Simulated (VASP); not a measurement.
# PbS in VASP: further runs

The runs below take PbS through density of states, electric field gradients, with PBE.

Everything below comes from runs of VASP 6.6.1. Logs are shortened: lines on timing, memory, paths and dates and some standing lists are left out, and cuts for length are marked.

**1. The cell of the first run**

It takes space group Fm-3m (No. 225, cubic). Conventional cell: a = 5.930 Å, b = 5.930 Å, c = 5.930 Å, α = 90.00°, β = 90.00°, γ = 90.00°. Within 3.9 Å of Pb (site symmetry m-3m) lie 6 S at 2.96 Å. S (site symmetry m-3m) has 6 Pb at 2.96 Å within 3.9 Å.

**2. Density of states, PBE**

POSCAR

```
PbS
1.0
    0.0000000000      2.9650000000      2.9650000000
    2.9650000000      0.0000000000      2.9650000000
    2.9650000000      2.9650000000      0.0000000000
Pb S
1 1
Direct
    0.0000000000      0.0000000000      0.0000000000
    0.5000000000      0.5000000000      0.5000000000
```

INCAR.step1

```
  PREC = Accurate
  ENCUT = 520
  EDIFF = 1E-7
  ISMEAR = -1
  SIGMA = 0.01
  LREAL = False
  LASPH = True
  NELM = 80
  ALGO = Normal
  ISIF = 2
  LWAVE = False
  LCHARG = True
  GGA = PE
  NBANDS = 17
```

KPOINTS.step1

```
regular mesh
0
Gamma
  8 8 8
```

INCAR.step2

```
  PREC = Accurate
  ENCUT = 520
  EDIFF = 1E-7
  ISMEAR = -5
  SIGMA = 0.01
  LREAL = False
  LASPH = True
  NELM = 80
  ALGO = Normal
  ISIF = 2
  LWAVE = False
  LCHARG = False
  GGA = PE
  LORBIT = 11
  NEDOS = 2001
  ICHARG = 11
```

KPOINTS.step2

```
regular mesh
0
Gamma
  12 12 12
```

Potentials or basis: VASP PAW PBE potentials, release 64 (Pb_d, S).

Command:

```
$ cat potpaw_PBE.64/Pb_d/POTCAR potpaw_PBE.64/S/POTCAR > POTCAR
$ cp INCAR.step1 INCAR
$ cp KPOINTS.step1 KPOINTS
$ mpirun -np 1 vasp_std > vasp.out
$ cp INCAR.step2 INCAR
$ cp KPOINTS.step2 KPOINTS
$ mpirun -np 1 vasp_std > vasp.out
```

OUTCAR:

```text
PREC = Accurate
   ENCUT = 520
   EDIFF = 1E-7
   ISMEAR = -5
   LREAL = False
   LASPH = True
   NELM = 80
   ISIF = 2
   GGA = PE
   LORBIT = 11
   ICHARG = 11

 ion  position               nearest neighbor table
   1  0.000  0.000  0.000-   2 2.96   2 2.96   2 2.96   2 2.96   2 2.96   2 2.96
   2  0.500  0.500  0.500-   1 2.96   1 2.96   1 2.96   1 2.96   1 2.96   1 2.96

  LATTYP: Found a face centered cubic cell.
 ALAT       =     5.9300000000

  Lattice vectors:

 A1 = (   0.0000000000,   2.9650000000,   2.9650000000)
 A2 = (   2.9650000000,   0.0000000000,   2.9650000000)
 A3 = (   2.9650000000,   2.9650000000,   0.0000000000)

Analysis of symmetry for initial positions (statically):
=====================================================================
 Subroutine PRICEL returns:
 Original cell was already a primitive cell.

 Routine SETGRP: Setting up the symmetry group for a
 face centered cubic supercell.

 Subroutine GETGRP returns: Found 48 space group operations
 (whereof 48 operations were pure point group operations)
 out of a pool of 48 trial point group operations.

The static configuration has the point symmetry O_h .

Analysis of symmetry for dynamics (positions and initial velocities):
=====================================================================
 Subroutine PRICEL returns:
 Original cell was already a primitive cell.

 Routine SETGRP: Setting up the symmetry group for a
 face centered cubic supercell.

 Subroutine GETGRP returns: Found 48 space group operations
 (whereof 48 operations were pure point group operations)
 out of a pool of 48 trial point group operations.

The dynamic configuration has the point symmetry O_h .

 Subroutine INISYM returns: Found 48 space group operations
 (whereof 48 operations are pure point group operations),
 and found     1 'primitive' translations

----------------------------------------------------------------------------------------

                                     Primitive cell

  volume of cell :      52.1320

  direct lattice vectors                    reciprocal lattice vectors
     0.000000000  2.965000000  2.965000000    -0.168634064  0.168634064  0.168634064
     2.965000000  0.000000000  2.965000000     0.168634064 -0.168634064  0.168634064
     2.965000000  2.965000000  0.000000000     0.168634064  0.168634064 -0.168634064

  length of vectors
     4.193143212  4.193143212  4.193143212     0.292082767  0.292082767  0.292082767

  position of ions in fractional coordinates (direct lattice)
     0.000000000  0.000000000  0.000000000
     0.500000000  0.500000000  0.500000000

  ion indices of the primitive-cell ions
   primitive index   ion index
                 1           1
                 2           2

----------------------------------------------------------------------------------------

 KPOINTS: regular mesh

Automatic generation of k-mesh.
 Grid dimensions read from file:
 generate k-points for:   12   12   12

 Generating k-lattice:

  Cartesian coordinates                     Fractional coordinates (reciprocal lattice)
    -0.014052839  0.014052839  0.014052839     0.083333333  0.000000000  0.000000000
     0.014052839 -0.014052839  0.014052839     0.000000000  0.083333333  0.000000000
     0.014052839  0.014052839 -0.014052839     0.000000000  0.000000000  0.083333333

  Length of vectors
     0.024340231  0.024340231  0.024340231

  Shift w.r.t. Gamma in fractional coordinates (k-lattice)
     0.000000000  0.000000000  0.000000000

 TETIRR: Found    247 inequivalent tetrahedra from    10368

 Subroutine IBZKPT returns following result:
 ===========================================

 Found     72 irreducible k-points:

 Following reciprocal coordinates:
            Coordinates               Weight
  0.000000  0.000000  0.000000      1.000000
  0.083333  0.000000  0.000000      8.000000
  0.166667  0.000000  0.000000      8.000000
  0.250000  0.000000  0.000000      8.000000
  0.333333  0.000000  0.000000      8.000000
  0.416667  0.000000  0.000000      8.000000
[... 16 lines left out ...]
  0.500000  0.166667  0.000000     24.000000
 -0.416667  0.166667  0.000000     24.000000
 [... further k-points ...]
   k-points           NKPTS =     72   k-points in BZ     NKDIM =     72   number of bands    NBANDS=     14
   number of dos      NEDOS =   2001   number of ions     NIONS =      2
   total plane-waves  NPLWV =  32768
   dimension x,y,z NGX =    32 NGY =   32 NGZ =   32
   dimension x,y,z NGXF=    64 NGYF=   64 NGZF=   64
   ions per type =               1   1
   NGX,Y,Z   is equivalent  to a cutoff of  12.69, 12.69, 12.69 a.u.
   NGXF,Y,Z  is equivalent  to a cutoff of  25.37, 25.37, 25.37 a.u.
 SYSTEM =  unknown system
   PREC   = accura    normal or accurate (medium, high low for compatibility)
   ISTART =      0    job   : 0-new  1-cont  2-samecut
   ICHARG =     11    charge: 1-file 2-atom 10-const
   ISPIN  =      1    spin polarized calculation?
   LNONCOLLINEAR =      F non collinear calculations
   LSORBIT =      F    spin-orbit coupling
   LASPH  =      T    aspherical Exc in radial PAW
   ENCUT  =  520.0 eV  38.22 Ry    6.18 a.u.   7.80  7.80  7.80*2*pi/ulx,y,z
   NELM   =     80;   NELMIN=  2; NELMDL=  0     # of ELM steps
   EDIFF  = 0.1E-06   stopping-criterion for ELM
   LREAL  =      F    real-space projection
   EDIFFG = 0.1E-05   stopping-criterion for IOM
   NSW    =      0    number of steps for IOM
   IBRION =     -1    ionic relax: 0-MD 1-quasi-New 2-CG
   NFREE  =      0    steps in history (QN), initial steepest desc. (CG)
   ISIF   =      2    stress and relaxation
   ISYM   =      2    0-nonsym 1-usesym 2-fastsym
   POTIM  = 0.5000    time-step for ionic-motion
   TEBEG  =    0.0;   TEEND  =   0.0 temperature during run
   PSTRESS=    0.0 pullay stress
   NELECT =      20.0000    total number of electrons
   NUPDOWN=      -1.0000    fix difference up-down
   EMIN   =  10.00;   EMAX   =-10.00  energy-range for DOS
   EFERMI =   0.00;   METHOD = LEGACY
   ISMEAR =    -5;   SIGMA  =   0.01  broadening in eV -4-tet -1-fermi 0-gaus
   EFERMI_NEDOS =   21; number of points for ismear=-14 and -15
   IALGO  =     38    algorithm
   IMIX   =      4    mixing-type and parameters
     AMIX     =   0.40;   BMIX     =  1.00
     AMIX_MAG =   1.60;   BMIX_MAG =  1.00
  volume/ion in A,a.u.               =      26.07       175.90
  Fermi-wavevector in a.u.,A,eV,Ry     =   1.189552  2.247928 19.252709  1.415034
  Thomas-Fermi vector in A             =   2.325657
   LORBIT       =     11    0 simple, 1 ext, 2 COOP (PROOUT), +10 PAW based schemes
   GGA     = PE    functional components
   LHFCALC =     F    Hartree Fock is set to
   AEXX    =    0.0000 exact exchange contribution
   IVDW    =     0    specifies the selected vdW correction
   LEPSILON=     F    determine dielectric tensor
   LRPA    =     F    only Hartree local field effects (RPA)
 non-spin polarized calculation
 Fermi weights with tetrahedron method with Bloechl corrections
  energy-cutoff  :      520.00
  volume of cell :       52.13
 maximum number of plane-waves:      1424

 number of electron      19.9999998 magnetization

 Free energy of the ion-electron system (eV)
  ---------------------------------------------------
  ext. energy  EPLUGINS =         0.00000000
  ---------------------------------------------------
  free energy    TOTEN  =        -8.75493928 eV

  energy without entropy =       -8.75493928  energy(sigma->0) =       -8.75493928

 E-fermi :   5.8402     XC(G=0):  -9.6858

 val. band max:        5.8337881844   @ k =   0.5000   0.0000   0.0000
 cond. band min:       6.1953026257   @ k =   0.5000   0.0000   0.0000
 fundamental gap:      0.3615144413
 Fermi energy:         5.8401647767

 k-point     1 :       0.0000    0.0000    0.0000
  band No.  band energies     occupation
      1     -10.9911      2.00000
      2     -10.9911      2.00000
      3     -10.9911      2.00000
      4     -10.9791      2.00000
      5     -10.9791      2.00000
      6      -7.7719      2.00000
      7      -0.2022      2.00000
      8       3.6553      2.00000
      9       3.6553      2.00000
     10       3.6553      2.00000
     11      11.0479      0.00000
     12      11.0479      0.00000
     13      11.0479      0.00000
     14      12.5611      0.00000

 k-point     2 :       0.0833    0.0000    0.0000
  band No.  band energies     occupation
      1     -10.9908      2.00000
      2     -10.9894      2.00000
      3     -10.9894      2.00000
      4     -10.9798      2.00000
      5     -10.9798      2.00000
      6      -7.7121      2.00000
      7      -0.4169      2.00000
      8       3.6740      2.00000
      9       3.6740      2.00000
     10       3.8192      2.00000
     11      10.3808      0.00000
     12      10.6439      0.00000
     13      10.6439      0.00000
     14      12.5546      0.00000
[... 343 lines left out ...]
      1     -11.0381      2.00000
      2     -10.9962      2.00000
      3     -10.9842      2.00000
      4     -10.9564      2.00000
      5     -10.9410      2.00000
      6      -6.4335      2.00000
      7      -2.7052      2.00000
      8       2.8661      2.00000
      9       3.4736      2.00000
     10       4.4116      2.00000
     11       7.6209      0.00000
     12       8.7653      0.00000
     13       9.3315      0.00000
     14      13.1385      0.00000

 k-point    24 :      -0.4167    0.1667    0.0000
  band No.  band energies     occupation
      1     -11.0333      2.00000
      2     -11.0000      2.00000
      3     -10.9805      2.00000
      4     -10.9552      2.00000
      5     -10.9450      2.00000
      6      -6.3985      2.00000
      7      -2.7847      2.00000
      8       2.6364      2.00000
      9       3.7161      2.00000
     10       4.7448      2.00000
     11       7.3014      0.00000
     12       8.3571      0.00000
     13       9.5180      0.00000
     14      14.0444      0.00000

 [... further k-points ...]

------------------------ aborting loop because EDIFF is reached ----------------------------------------

  FORCE on cell =-STRESS in cart. coord.  units (eV):
  Direction    XX          YY          ZZ          XY          YZ          ZX
  --------------------------------------------------------------------------------------
  -------------------------------------------------------------------------------------
  Total        0.7222299      0.7222299      0.7222299      0.0000000      0.0000000     -0.0000000
  in kB       22.1963710     22.1963710     22.1963710      0.0000000      0.0000000     -0.0000000
  external PRESSURE =      22.1963710 kB  Pullay stress =       0.0000000 kB

 VOLUME and BASIS-vectors are now :
 -----------------------------------------------------------------------------
  energy-cutoff  :      520.00
  volume of cell :       52.13
      direct lattice vectors                 reciprocal lattice vectors
     0.000000000  2.965000000  2.965000000    -0.168634064  0.168634064  0.168634064
     2.965000000  0.000000000  2.965000000     0.168634064 -0.168634064  0.168634064
     2.965000000  2.965000000  0.000000000     0.168634064  0.168634064 -0.168634064

 POSITION                                       TOTAL-FORCE (eV/Angst)
 -----------------------------------------------------------------------------------
      0.00000      0.00000      0.00000        -0.000000     -0.000000     -0.000000
      2.96500      2.96500      2.96500         0.000000      0.000000      0.000000
 -----------------------------------------------------------------------------------
    total drift:                                0.000000     -0.000000     -0.000000

  FREE ENERGIE OF THE ION-ELECTRON SYSTEM (eV)
  ---------------------------------------------------
  free  energy   TOTEN  =        -8.7549392798 eV

  energy  without entropy=       -8.7549392798  energy(sigma->0) =       -8.75493928

 total charge

# of ion       s       p       d       tot
------------------------------------------
    1        1.489   0.505   9.847  11.841
    2        1.350   2.342   0.000   3.692
--------------------------------------------------
tot          2.839   2.847   9.847  15.532
```

It took 77 s on 1 thread of AMD EPYC 7R43 (Zen 3), shared host; peak memory 0.17 GiB.

What came out:

```
Valence electrons inside the program's atomic spheres : Pb 11.84; S 3.69
```

Levels at points of the mesh, in eV from the valence-band top:
```csv
k point,band 7,band 8,band 9,band 10,band 11,band 12,band 13,band 14
"(0.00, 0.00, 0.00)",-6.04,-2.18,-2.18,-2.18,5.21,5.21,5.21,6.73
"(0.50, 0.00, 0.00)",-8.85,-1.79,-1.79,0.00,0.36,1.96,1.96,8.66
"(0.50, 0.50, 0.00)",-7.20,-5.21,-3.45,-3.45,3.86,5.58,5.69,5.69
```

Caveat: spin-orbit coupling is left out, which moves the levels of the heavy elements.

**3. Electric field gradients, PBE (zz strain of -2 %)**

INCAR

```
ALGO = Normal
EDIFF = 1E-8
ENCUT = 520
GGA = PE
ISIF = 2
ISMEAR = -1
LASPH = T
LCHARG = F
LEFG = T
LREAL = F
LWAVE = F
NBANDS = 17
NELM = 60
PREC = Accurate
SIGMA = 0.01
```

KPOINTS

```
k-points
0
Gamma
  8 8 8
```

POSCAR

```
PbS
1.0
    0.0000000000      2.9650000000      2.9057000000
    2.9650000000      0.0000000000      2.9057000000
    2.9650000000      2.9650000000      0.0000000000
Pb S
1 1
Direct
    0.0000000000      0.0000000000      0.0000000000
    0.5000000000      0.5000000000      0.5000000000
```

Potentials or basis: VASP PAW PBE potentials, release 64 (Pb_d, S).

Command:

```
$ cat potpaw_PBE.64/Pb_d/POTCAR potpaw_PBE.64/S/POTCAR > POTCAR
$ mpirun -np 1 vasp_std > vasp.out
```

OUTCAR:

```text
EDIFF = 1E-8
   ENCUT = 520
   GGA = PE
   ISIF = 2
   ISMEAR = -1
   LASPH = T
   LREAL = F
   NELM = 60
   PREC = Accurate

 ion  position               nearest neighbor table
   1  0.000  0.000  0.000-   2 2.91   2 2.91   2 2.96   2 2.96   2 2.96   2 2.96
   2  0.500  0.500  0.500-   1 2.91   1 2.91   1 2.96   1 2.96   1 2.96   1 2.96

  LATTYP: Found a body centered tetragonal cell.
 ALAT       =     4.1931432124
 C/A-ratio  =     1.3859292911

  Lattice vectors:

 A1 = (   0.0000000000,  -2.9650000000,  -2.9057000000)
 A2 = (   0.0000000000,   2.9650000000,  -2.9057000000)
 A3 = (   2.9650000000,   0.0000000000,   2.9057000000)

Analysis of symmetry for initial positions (statically):
=====================================================================
 Subroutine PRICEL returns:
 Original cell was already a primitive cell.

 Routine SETGRP: Setting up the symmetry group for a
 body centered tetragonal supercell.

 Subroutine GETGRP returns: Found 16 space group operations
 (whereof 16 operations were pure point group operations)
 out of a pool of 16 trial point group operations.

The static configuration has the point symmetry D_4h.

Analysis of symmetry for dynamics (positions and initial velocities):
=====================================================================
 Subroutine PRICEL returns:
 Original cell was already a primitive cell.

 Routine SETGRP: Setting up the symmetry group for a
 body centered tetragonal supercell.

 Subroutine GETGRP returns: Found 16 space group operations
 (whereof 16 operations were pure point group operations)
[... 151 lines left out ...]
 val. band max:        6.1367616341   @ k =   0.5000   0.0000   0.0000
 cond. band min:       6.4094591413   @ k =   0.5000   0.0000   0.0000
 fundamental gap:      0.2726975072
 Fermi energy:         6.2730951379

 k-point     1 :       0.0000    0.0000    0.0000
  band No.  band energies     occupation
      1     -10.7608      2.00000
      2     -10.7561      2.00000
      3     -10.7561      2.00000
      4     -10.7489      2.00000
      5     -10.7360      2.00000
      6      -7.6895      2.00000
[... 457 lines left out ...]
      4     -10.7272      2.00000
      5     -10.7095      2.00000
      6      -6.7276      2.00000
[... 9 lines left out ...]
     16      15.7966      0.00000
     17      17.8926      0.00000

 [... further k-points ...]
[... 5 lines left out ...]
  --------------------------------------------------------------------------------------
  -------------------------------------------------------------------------------------
  Total        0.8243319      0.8243319      1.7862982      0.0000000      0.0000000     -0.0000000
  in kB       25.8513086     25.8513086     56.0188732      0.0000000      0.0000000     -0.0000000
  external PRESSURE =      35.9071635 kB  Pullay stress =       0.0000000 kB

 VOLUME and BASIS-vectors are now :
 -----------------------------------------------------------------------------
  energy-cutoff  :      520.00
  volume of cell :       51.09
      direct lattice vectors                 reciprocal lattice vectors
     0.000000000  2.965000000  2.905700000    -0.168634064  0.168634064  0.172075576
     2.965000000  0.000000000  2.905700000     0.168634064 -0.168634064  0.172075576
     2.965000000  2.965000000  0.000000000     0.168634064  0.168634064 -0.172075576

 POSITION                                       TOTAL-FORCE (eV/Angst)
 -----------------------------------------------------------------------------------
      0.00000      0.00000      0.00000        -0.000000      0.000000     -0.000000
      2.96500      2.96500      2.90570         0.000000     -0.000000      0.000000
 -----------------------------------------------------------------------------------
    total drift:                                0.000000     -0.000000     -0.000000

  FREE ENERGIE OF THE ION-ELECTRON SYSTEM (eV)
  ---------------------------------------------------
  free  energy   TOTEN  =        -8.7300802563 eV

  energy  without entropy=       -8.7300802508  energy(sigma->0) =       -8.73008025

 Electric field gradients (V/A^2)
---------------------------------------------------------------------
 ion       V_xx      V_yy      V_zz      V_xy      V_xz      V_yz
---------------------------------------------------------------------
   1      30.856    30.856   -61.711    -0.001    -0.001    -0.001
   2       1.345     1.345    -2.690    -0.000    -0.000    -0.000
---------------------------------------------------------------------

 Electric field gradients after diagonalization (V/A^2)
 (convention: |V_zz| > |V_xx| > |V_yy|)
----------------------------------------------------------------------
 ion       V_xx      V_yy      V_zz     asymmetry (V_yy - V_xx)/ V_zz
----------------------------------------------------------------------
   1      30.856    30.855   -61.711       0.000
   2       1.345     1.345    -2.690       0.000
----------------------------------------------------------------------

           NMR quadrupolar parameters

 Cq : quadrupolar parameter    Cq=e*Q*V_zz/h
 eta: asymmetry parameters     (V_yy - V_xx)/ V_zz
 Q  : nuclear electric quadrupole moment in mb (millibarn)
----------------------------------------------------------------------
 ion       Cq(MHz)       eta       Q (mb)
----------------------------------------------------------------------
   1      -0.149       0.000       1.000
   2      -0.007       0.000       1.000
----------------------------------------------------------------------
```

stdout:

```text
POSCAR found type information on POSCAR PbS
 POSCAR found :  2 types and       2 ions
 scaLAPACK will be used
 LDA part: xc-table for (Slater+PW92), standard interpolation
 POSCAR, INCAR and KPOINTS ok, starting setup
 FFT: planning ... GRIDC
 FFT: planning ... GRID_SOFT
 FFT: planning ... GRID
 WAVECAR not read
 entering main loop
ion   1

ion   2
```

Run time: 25 s. Hardware: 1 thread of Intel Xeon 6975P-C (Granite Rapids), shared host; peak memory 0.2 GiB.

What came out:

- Free energy: -8.7301 eV
- Pressure: 3.6 GPa
- Band gap on the k mesh: 0.27 eV, direct

Stress tensor (GPa, compression positive):
```
2.59 0.00 0.00
0.00 2.59 0.00
0.00 0.00 5.60
```

Electric field gradients, principal values (V/Å²):
```
atom   least  middle  greatest (by size)
1 Pb  30.855  30.856             -61.711
 2 S   1.345   1.345              -2.690
```

Caveat: the cell differs from its parent crystal (zz strain of -2 %); without QUAD_EFG the Cq values of the log hold for a quadrupole moment of 1 mb, not for the nuclei; spin-orbit coupling is left out, which moves the levels of the heavy elements.

(Continued in part 2 of 2.)
